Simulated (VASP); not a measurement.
A run of VASP 6.6.1 is set up as follows.

INCAR

```
SYSTEM = SiNi2
PREC = Accurate
ENCUT = 520
EDIFF = 1E-6
ISMEAR = 0
SIGMA = 0.1
LREAL = .FALSE.
LASPH = .TRUE.
NELM = 80
ALGO = Fast
ISIF = 2
LWAVE = .FALSE.
LCHARG = .FALSE.
GGA = PE
NBANDS = 33
```

File KPOINTS:

```
Automatic mesh
0
G
  12 12 8
  0 0 0
```

File POSCAR:

```
SiNi2
1.0
    3.8336877761      0.0000000000      0.0000000000
   -1.9168438881      3.3200710043      0.0000000000
    0.0000000000      0.0000000000      5.0513496477
Si Ni
2 4
Direct
    0.3333333333      0.6666666667      0.7500000000
    0.6666666667      0.3333333333      0.2500000000
    0.0000000000      0.0000000000      0.0000000000
    0.0000000000      0.0000000000      0.5000000000
    0.3333333333      0.6666666667      0.2500000000
    0.6666666667      0.3333333333      0.7500000000
```

Potentials or basis: VASP PAW PBE potentials, release 64 (Si, Ni).

Run with:

```console
$ cat potpaw_PBE.64/Si/POTCAR potpaw_PBE.64/Ni/POTCAR > POTCAR
$ mpirun -np 1 vasp_std > vasp.out
```

(1) Predict the band gap on the k mesh.

(2) What does it give for the pressure?

## Answers

(1) zero (bands 24 and 25 overlap by 3.64 eV).

(2) 7.6 GPa.

Caveat: the cell differs from its parent crystal (biaxial strain in the a-b plane: -2.0 %); the cell stands under pressure.
